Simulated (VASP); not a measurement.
# Ta2SiO3 (R-3m) in VASP: single point with PBE

Aim: the single point of Ta2SiO3 with PBE.

Program: VASP 6.6.1. These are calculated values, not measurements. Logs are shortened: lines on timing, memory, paths and dates and some standing lists are left out, and cuts for length are marked.

### 1 The cell of the first run

The structure is trigonal, space group R-3m (No. 166). Conventional cell: a = 4.875 Å, b = 4.875 Å, c = 13.897 Å, α = 90.00°, β = 90.00°, γ = 120.00°. Within 2.5 Å of Ta (site symmetry 3m) lie 3 O at 1.90 Å. Si (site symmetry -3m) has 6 O at 2.71 Å and 8 Ta at 3.00 to 3.59 Å within 3.6 Å. O (site symmetry 2/m) has 2 Ta at 1.90 Å and 4 O at 2.44 Å within 2.5 Å.

The cell was generated, and may not be a known phase.

### 2 Single point, PBE

Contents of INCAR:

```
PREC = Accurate
ENCUT = 700
EDIFF = 1E-6
ISMEAR = 0
SIGMA = 0.15
LREAL = F
LASPH = T
NELM = 120
ALGO = Normal
ISIF = 2
LWAVE = F
LCHARG = F
GGA = PE
NBANDS = 33
GGA_COMPAT = F
```

Contents of KPOINTS:

```
regular mesh
0
Gamma
  3 3 3
```

Contents of POSCAR:

```
Ta2SiO3
1.0
    2.4375224746      1.4073042568      4.6322545724
   -2.4375224746      1.4073042568      4.6322545724
    0.0000000000     -2.8146085137      4.6322545724
Ta Si O
2 1 3
Direct
    0.7581974834      0.7581974834      0.7581974834
    0.2418025166      0.2418025166      0.2418025166
    0.5000000000      0.5000000000      0.5000000000
    0.5000000000      0.5000000000      0.0000000000
    0.0000000000      0.5000000000      0.5000000000
    0.5000000000      0.0000000000      0.5000000000
```

Potentials or basis: VASP PAW PBE potentials, release 64 (Ta_sv_GW, Si, O).

The run is started by

```sh
$ cat potpaw_PBE.64/Ta_sv_GW/POTCAR potpaw_PBE.64/Si/POTCAR potpaw_PBE.64/O/POTCAR > POTCAR
$ mpirun -np 1 vasp_std > vasp.out
```

OUTCAR:

```text
PREC = Accurate
   ENCUT = 700
   EDIFF = 1E-6
   ISMEAR = 0
   LREAL = F
   LASPH = T
   NELM = 120
   ISIF = 2
   GGA = PE

 ion  position               nearest neighbor table
   1  0.758  0.758  0.758-   4 1.90   5 1.90   6 1.90   3 3.00   3 3.00   3 3.00
   2  0.242  0.242  0.242-   4 1.90   5 1.90   6 1.90   3 3.00   3 3.00   3 3.00
   3  0.500  0.500  0.500-   2 3.00   1 3.00   2 3.00   2 3.00   1 3.00   1 3.00
   4  0.500  0.500  0.000-   1 1.90   2 1.90
   5  0.000  0.500  0.500-   1 1.90   2 1.90
   6  0.500  0.000  0.500-   1 1.90   2 1.90

  LATTYP: Found a trigonal (rhomboedric) cell.
 ALAT       =     5.4203139677
 COS(alpha) =     0.5955374030

  Lattice vectors:

 A1 = (   2.4375224746,   1.4073042568,   4.6322545724)
 A2 = (  -2.4375224746,   1.4073042568,   4.6322545724)
 A3 = (   0.0000000000,  -2.8146085137,   4.6322545724)

Analysis of symmetry for initial positions (statically):
=====================================================================
 Subroutine PRICEL returns:
 Original cell was already a primitive cell.

 Routine SETGRP: Setting up the symmetry group for a
 trigonal (rhombohedral) supercell.

 Subroutine GETGRP returns: Found 12 space group operations
 (whereof 12 operations were pure point group operations)
 out of a pool of 12 trial point group operations.

The static configuration has the point symmetry D_3d.

Analysis of symmetry for dynamics (positions and initial velocities):
=====================================================================
 Subroutine PRICEL returns:
 Original cell was already a primitive cell.

 Routine SETGRP: Setting up the symmetry group for a
 trigonal (rhombohedral) supercell.

 Subroutine GETGRP returns: Found 12 space group operations
 (whereof 12 operations were pure point group operations)
 out of a pool of 12 trial point group operations.

The dynamic configuration has the point symmetry D_3d.

 Subroutine INISYM returns: Found 12 space group operations
 (whereof 12 operations are pure point group operations),
 and found     1 'primitive' translations

----------------------------------------------------------------------------------------

                                     Primitive cell

  volume of cell :      95.3411

  direct lattice vectors                    reciprocal lattice vectors
     2.437522475  1.407304257  4.632254572     0.205126314  0.118429732  0.071959200
    -2.437522475  1.407304257  4.632254572    -0.205126314  0.118429732  0.071959200
     0.000000000 -2.814608514  4.632254572     0.000000000 -0.236859465  0.071959200

  length of vectors
     5.420313968  5.420313968  5.420313968     0.247549051  0.247549051  0.247549051

  position of ions in fractional coordinates (direct lattice)
     0.758197483  0.758197483  0.758197483
     0.241802517  0.241802517  0.241802517
     0.500000000  0.500000000  0.500000000
     0.500000000  0.500000000  0.000000000
     0.000000000  0.500000000  0.500000000
     0.500000000  0.000000000  0.500000000

  ion indices of the primitive-cell ions
   primitive index   ion index
                 1           1
                 2           2
                 3           3
                 4           4
                 5           5
                 6           6

----------------------------------------------------------------------------------------

 KPOINTS: regular mesh

Automatic generation of k-mesh.
 Grid dimensions read from file:
 generate k-points for:    3    3    3

 Generating k-lattice:

  Cartesian coordinates                     Fractional coordinates (reciprocal lattice)
     0.068375438  0.039476577  0.023986400     0.333333333 -0.000000000 -0.000000000
    -0.068375438  0.039476577  0.023986400    -0.000000000  0.333333333 -0.000000000
     0.000000000 -0.078953155  0.023986400     0.000000000  0.000000000  0.333333333

  Length of vectors
     0.082516350  0.082516350  0.082516350

  Shift w.r.t. Gamma in fractional coordinates (k-lattice)
     0.000000000  0.000000000  0.000000000

 Subroutine IBZKPT returns following result:
 ===========================================

 Found      6 irreducible k-points:

 Following reciprocal coordinates:
            Coordinates               Weight
  0.000000  0.000000  0.000000      1.000000
  0.333333  0.000000  0.000000      6.000000
  0.333333  0.333333  0.000000      6.000000
 -0.333333  0.333333  0.000000      6.000000
  0.333333  0.333333  0.333333      2.000000
 -0.333333  0.333333  0.333333      6.000000
   k-points           NKPTS =      6   k-points in BZ     NKDIM =      6   number of bands    NBANDS=     33
   number of dos      NEDOS =    301   number of ions     NIONS =      6
   total plane-waves  NPLWV = 110592
   dimension x,y,z NGX =    48 NGY =   48 NGZ =   48
   dimension x,y,z NGXF=    96 NGYF=   96 NGZF=   96
   ions per type =               2   1   3
   NGX,Y,Z   is equivalent  to a cutoff of  14.72, 14.72, 14.72 a.u.
   NGXF,Y,Z  is equivalent  to a cutoff of  29.44, 29.44, 29.44 a.u.
 SYSTEM =  unknown system
   PREC   = accura    normal or accurate (medium, high low for compatibility)
   ISTART =      0    job   : 0-new  1-cont  2-samecut
   ICHARG =      2    charge: 1-file 2-atom 10-const
   ISPIN  =      1    spin polarized calculation?
   LNONCOLLINEAR =      F non collinear calculations
   LSORBIT =      F    spin-orbit coupling
   LASPH  =      T    aspherical Exc in radial PAW
   ENCUT  =  700.0 eV  51.45 Ry    7.17 a.u.  11.69 11.69 11.69*2*pi/ulx,y,z
   NELM   =    120;   NELMIN=  2; NELMDL= -5     # of ELM steps
   EDIFF  = 0.1E-05   stopping-criterion for ELM
   LREAL  =      F    real-space projection
   EDIFFG = 0.1E-04   stopping-criterion for IOM
   NSW    =      0    number of steps for IOM
   IBRION =     -1    ionic relax: 0-MD 1-quasi-New 2-CG
   NFREE  =      0    steps in history (QN), initial steepest desc. (CG)
   ISIF   =      2    stress and relaxation
   ISYM   =      2    0-nonsym 1-usesym 2-fastsym
   POTIM  = 0.5000    time-step for ionic-motion
   TEBEG  =    0.0;   TEEND  =   0.0 temperature during run
   PSTRESS=    0.0 pullay stress
   NELECT =      48.0000    total number of electrons
   NUPDOWN=      -1.0000    fix difference up-down
   EMIN   =  10.00;   EMAX   =-10.00  energy-range for DOS
   EFERMI =   0.00;   METHOD = LEGACY
   ISMEAR =     0;   SIGMA  =   0.15  broadening in eV -4-tet -1-fermi 0-gaus
   EFERMI_NEDOS =   21; number of points for ismear=-14 and -15
   IALGO  =     38    algorithm
   IMIX   =      4    mixing-type and parameters
     AMIX     =   0.40;   BMIX     =  1.00
     AMIX_MAG =   1.60;   BMIX_MAG =  1.00
  volume/ion in A,a.u.               =      15.89       107.23
  Fermi-wavevector in a.u.,A,eV,Ry     =   1.302352  2.461089 23.077134  1.696121
  Thomas-Fermi vector in A             =   2.433426
   LORBIT       =      0    0 simple, 1 ext, 2 COOP (PROOUT), +10 PAW based schemes
   GGA     = PE    functional components
   LHFCALC =     F    Hartree Fock is set to
   AEXX    =    0.0000 exact exchange contribution
   IVDW    =     0    specifies the selected vdW correction
   LEPSILON=     F    determine dielectric tensor
   LRPA    =     F    only Hartree local field effects (RPA)
 non-spin polarized calculation
 Gauss-broadening in eV      SIGMA  =   0.15
  energy-cutoff  :      700.00
  volume of cell :       95.34
 maximum number of plane-waves:      4027
   NGX = 23   NGY = 23   NGZ = 23

 number of electron      48.0000004 magnetization

 Free energy of the ion-electron system (eV)
  ---------------------------------------------------
  ext. energy  EPLUGINS =         0.00000000
  ---------------------------------------------------
  free energy    TOTEN  =       -55.62146989 eV

  energy without entropy =      -55.59815979  energy(sigma->0) =      -55.60981484

 E-fermi :   6.4329     XC(G=0): -10.5373

 val. band max:        6.3588610577   @ k =  -0.3333   0.3333   0.3333
 cond. band min:       6.6077650613   @ k =   0.3333   0.3333   0.0000
 fundamental gap:      0.2489040036
 Fermi energy:         6.4329224278

 k-point     1 :       0.0000    0.0000    0.0000
  band No.  band energies     occupation
      1     -63.2054      2.00000
      2     -63.1991      2.00000
      3     -29.8338      2.00000
      4     -29.7672      2.00000
      5     -29.7672      2.00000
      6     -29.6734      2.00000
[... 25 lines left out ...]
     32      11.3005      0.00000
     33      11.3005      0.00000

 k-point     2 :       0.3333    0.0000    0.0000
  band No.  band energies     occupation
      1     -63.2038      2.00000
      2     -63.2006      2.00000
      3     -29.8001      2.00000
      4     -29.7549      2.00000
      5     -29.7456      2.00000
      6     -29.7018      2.00000
[... 25 lines left out ...]
     32      10.3393      0.00000
     33      10.6441      0.00000

 k-point     3 :       0.3333    0.3333    0.0000
  band No.  band energies     occupation
      1     -63.2038      2.00000
      2     -63.2006      2.00000
      3     -29.8221      2.00000
      4     -29.7767      2.00000
      5     -29.7743      2.00000
      6     -29.6815      2.00000
[... 25 lines left out ...]
     32      10.6876      0.00000
     33      11.1239      0.00000

 k-point     4 :      -0.3333    0.3333    0.0000
  band No.  band energies     occupation
      1     -63.2022      2.00000
      2     -63.2022      2.00000
      3     -29.8076      2.00000
      4     -29.7877      2.00000
      5     -29.7549      2.00000
      6     -29.6924      2.00000
[... 25 lines left out ...]
     32      10.5459      0.00000
     33      11.4902      0.00000

 k-point     5 :       0.3333    0.3333    0.3333
  band No.  band energies     occupation
      1     -63.2040      2.00000
      2     -63.2004      2.00000
      3     -29.8081      2.00000
      4     -29.7455      2.00000
      5     -29.7455      2.00000
      6     -29.7018      2.00000
[... 25 lines left out ...]
     32      10.4654      0.00000
     33      10.4654      0.00000

 k-point     6 :      -0.3333    0.3333    0.3333
  band No.  band energies     occupation
      1     -63.2028      2.00000
      2     -63.2016      2.00000
      3     -29.8115      2.00000
      4     -29.7868      2.00000
      5     -29.7517      2.00000
      6     -29.6911      2.00000
[... 25 lines left out ...]
     32      10.9371      0.00000
     33      11.3781      0.00000

------------------------ aborting loop because EDIFF is reached ----------------------------------------

  FORCE on cell =-STRESS in cart. coord.  units (eV):
  Direction    XX          YY          ZZ          XY          YZ          ZX
  --------------------------------------------------------------------------------------
  -------------------------------------------------------------------------------------
  Total        0.1311396      0.1311396      0.3281874     -0.0000000     -0.0000000      0.0000000
  in kB        2.2037590      2.2037590      5.5150853     -0.0000000     -0.0000000      0.0000000
  external PRESSURE =       3.3075345 kB  Pullay stress =       0.0000000 kB

 VOLUME and BASIS-vectors are now :
 -----------------------------------------------------------------------------
  energy-cutoff  :      700.00
  volume of cell :       95.34
      direct lattice vectors                 reciprocal lattice vectors
     2.437522475  1.407304257  4.632254572     0.205126314  0.118429732  0.071959200
    -2.437522475  1.407304257  4.632254572    -0.205126314  0.118429732  0.071959200
     0.000000000 -2.814608514  4.632254572     0.000000000 -0.236859465  0.071959200

 POSITION                                       TOTAL-FORCE (eV/Angst)
 -----------------------------------------------------------------------------------
      0.00000     -0.00000     10.53649         0.000000     -0.000000      0.121823
      0.00000     -0.00000      3.36027         0.000000      0.000000     -0.121823
      0.00000     -0.00000      6.94838         0.000000      0.000000     -0.000000
      0.00000      1.40730      4.63225        -0.000000      0.000000      0.000000
     -1.21876     -0.70365      4.63225        -0.000000      0.000000     -0.000000
      1.21876     -0.70365      4.63225        -0.000000      0.000000     -0.000000
 -----------------------------------------------------------------------------------
    total drift:                                0.000000      0.000000     -0.000000

  FREE ENERGIE OF THE ION-ELECTRON SYSTEM (eV)
  ---------------------------------------------------
  free  energy   TOTEN  =       -55.6214698949 eV

  energy  without entropy=      -55.5981597898  energy(sigma->0) =      -55.60981484
```

It took 2.2 min on 1 thread of Intel Xeon Platinum 8375C at 2.90GHz (Ice Lake), shared host; peak memory 0.31 GiB.

Results:

```
Free energy            : -55.6215 eV
Pressure               : 0.3 GPa
Largest force          : 0.122 eV/Å
Band gap on the k mesh : zero (bands 24 and 25 overlap by 0.60 eV)
```

Forces in eV/Å, atoms in the order of the input:
```
Ta   0.000  0.000  0.122
Ta   0.000  0.000 -0.122
Si   0.000  0.000  0.000
O    0.000  0.000  0.000
O    0.000  0.000  0.000
O    0.000  0.000  0.000
```

Levels at points of the mesh, in eV from the Fermi level:
```tsv
k point	band 20	band 21	band 22	band 23	band 24	band 25	band 26	band 27	band 28	band 29
(0.00, 0.00, 0.00)	-3.02	-2.41	-0.53	-0.53	-0.43	-0.43	0.30	0.43	0.43	1.01
```

Caveat: the k points lie up to 0.52 Å⁻¹ apart, too coarse for converged energies and pressures of a metal; spin-orbit coupling is left out, which moves the levels of the heavy elements.

The gap in the log of VASP goes by the Fermi energy; the results here count the filled bands.